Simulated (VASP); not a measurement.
Wanted: the native input for a VASP 6.6.1 run.

* Task: single point
* Functional: PBEsol
* Potentials or basis: VASP PAW PBE potentials, release 64 (Ta_pv, N)
* Cutoff: 520 eV
* k mesh: 11 × 11 × 10
* Occupations: fermi-dirac, width 0.15 eV
* Spin: no spin polarisation
* Dipole correction: no
* Further INCAR settings: ALGO = Normal; EDIFF = 1e-06; NBANDS = 15

The structure of TaN lies in POSCAR:

```
TaN
1.0
    2.9766623284      0.0000000000      0.0000000000
   -1.4883311642      2.5778655634      0.0000000000
    0.0000000000      0.0000000000      2.9209385612
Ta N
1 1
Direct
    0.3333333333      0.6666666667      0.5000000000
    0.0000000000      0.0000000000      0.0000000000
```

One way to write it, as run:

INCAR

```
  PREC = Accurate
  ENCUT = 520
  EDIFF = 1E-6
  ISMEAR = -1
  SIGMA = 0.15
  LREAL = False
  LASPH = True
  NELM = 100
  ALGO = Normal
  ISIF = 2
  LWAVE = False
  LCHARG = False
  GGA = PS
  NBANDS = 15
```

KPOINTS

```
Automatic mesh
0
Gamma
  11 11 10
```

Potentials or basis: VASP PAW PBE potentials, release 64 (Ta_pv, N).

Run with:

```sh
$ cat potpaw_PBE.64/Ta_pv/POTCAR potpaw_PBE.64/N/POTCAR > POTCAR
$ mpirun -np 1 vasp_std > vasp.out
```

Results of the run:

* Pressure: -16.5 GPa
* Band gap on the k mesh: zero (bands 8 and 9 overlap by 0.48 eV)

Caveat: the cell stands under tension; the PAW data sets were made with another functional, which shifts forces and pressure a little; spin-orbit coupling is left out, which moves the levels of the heavy elements.

Wall time 41 s on 1 thread of Intel Xeon 8259CL, on a shared host, peak memory 0.16 GiB.
